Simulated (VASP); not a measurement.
A run of VASP 6.6.1 is set up as follows.

The input INCAR:

```
ALGO = Normal ; EDIFF = 1E-7
ENCUT = 520 ; GGA = PE
ISIF = 2 ; ISMEAR = 0
ISPIN = 2 ; LASPH = T
LCHARG = T ; LELF = T
LMAXMIX = 4 ; LORBIT = 11
LREAL = F ; LVHAR = T
LWAVE = F ; MAGMOM = 4 0 0 0
NBANDS = 38 ; NELM = 150
PREC = Accurate ; SIGMA = 0.1
```

File KPOINTS:

```
k-points
0
Gamma
  6 6 2
```

The input POSCAR:

```
MnIn3
1.0
    3.8031685000      0.0000000000      0.0000000000
   -1.9015842500      3.2936405400      0.0000000000
    0.0000000000      0.0000000000      8.1894626000
Mn In
1 3
Direct
    0.6666666700      0.3333333300      0.5000000000
    0.1703267600      0.8296732400      0.5000000000
    0.1703267600      0.3406535200      0.5000000000
    0.6593464800      0.8296732400      0.5000000000
```

Potentials or basis: VASP PAW PBE potentials, release 64 (Mn_pv, In_d).

Run with:

```bash
$ cat potpaw_PBE.64/Mn_pv/POTCAR potpaw_PBE.64/In_d/POTCAR > POTCAR
$ mpirun -np 1 vasp_std > vasp.out
```

(1) What does it give for the largest force?

(2) What does it give for the net moment?

(3) Estimate the site moments.

Results:

(1) 12.396 eV/Å.

(2) 0.22 μB per cell.

(3) Mn +0.22; In +0.00 μB.

Caveat: the k points lie up to 0.38 Å⁻¹ apart; atoms lie so close that the PAW spheres overlap strongly, which falsifies energies and pressures.
